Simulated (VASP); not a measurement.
# AlN: relaxation of the atoms with r2SCAN

System: AlN, a slab with vacuum.

```
N Al
1.0
     3.10667    0.00000    0.00000
    -1.55333    2.69045    0.00000
     0.00000    0.00000   25.05698
N Al
4 4
Direct
  0.33333 0.66667 0.33923
  0.66667 0.33333 0.43857
  0.33333 0.66667 0.53791
  0.66667 0.33333 0.63725
  0.66667 0.33333 0.36275
  0.33333 0.66667 0.46209
  0.66667 0.33333 0.56143
  0.33333 0.66667 0.66077
```

```json
{"Program": "VASP 6.6.1", "Task": "relaxation of the atoms", "Functional": "r2SCAN", "Potentials or basis": "VASP PAW PBE potentials, release 64 (N, Al)", "Cutoff": "520 eV", "k mesh": "9 × 9 × 1", "Occupations": "gaussian, width 0.05 eV", "Spin": "no spin polarisation", "Dipole correction": "yes", "Atoms held fixed (from 0)": "[0, 1, 4, 5]", "Further INCAR settings": "ALGO = Normal; EDIFF = 1e-07; IBRION = 2; EDIFFG = -0.03; NSW = 90"}
```

```yaml
Energy_gained_by_relaxing: 9.9 meV/atom
Ionic_steps: 7
Band_gap_on_the_k_mesh: zero (bands 16 and 17 overlap by 0.40 eV)
```

Step by step:
```tsv
step	energy change (eV)	largest force on free atoms (eV/Å)	pressure (GPa)
1	0.0000	1.3675	-0.77
2	-0.0694	0.5006	-0.69
3	-0.0738	0.2982	-0.73
4	-0.0777	0.1078	-0.63
5	-0.0779	0.1320	-0.60
6	-0.0788	0.0453	-0.58
7	-0.0788	0.0291	-0.57
```

Final structure:
```yaml
crystal:
  lattice:
    - [3.10667, 0.00000, 0.00000]
    - [-1.55333, 2.69045, 0.00000]
    - [0.00000, 0.00000, 25.05698]
  atoms:
    - { symbol: N, position: [0.33333, 0.66667, 0.33923] }
    - { symbol: N, position: [0.66667, 0.33333, 0.43857] }
    - { symbol: N, position: [0.33333, 0.66667, 0.54029] }
    - { symbol: N, position: [0.66667, 0.33333, 0.63879] }
    - { symbol: Al, position: [0.66667, 0.33333, 0.36275] }
    - { symbol: Al, position: [0.33333, 0.66667, 0.46209] }
    - { symbol: Al, position: [0.66667, 0.33333, 0.55979] }
    - { symbol: Al, position: [0.33333, 0.66667, 0.65936] }
```

Levels at points of the mesh, in eV from the Fermi level:
| k point | band 13 | band 14 | band 15 | band 16 | band 17 | band 18 | band 19 | band 20 |
| --- | --- | --- | --- | --- | --- | --- | --- | --- |
| (0.00, 0.00, 0.00) | -2.18 | -1.24 | -0.61 | 0.09 | 0.09 | 2.97 | 3.92 | 4.59 |

It took 65 min on 1 thread of Oxide Virtual Turin-like Processor, on a shared host, peak memory 0.34 GiB.

Caveat: the PAW data sets were made with another functional, which shifts forces and pressure a little.
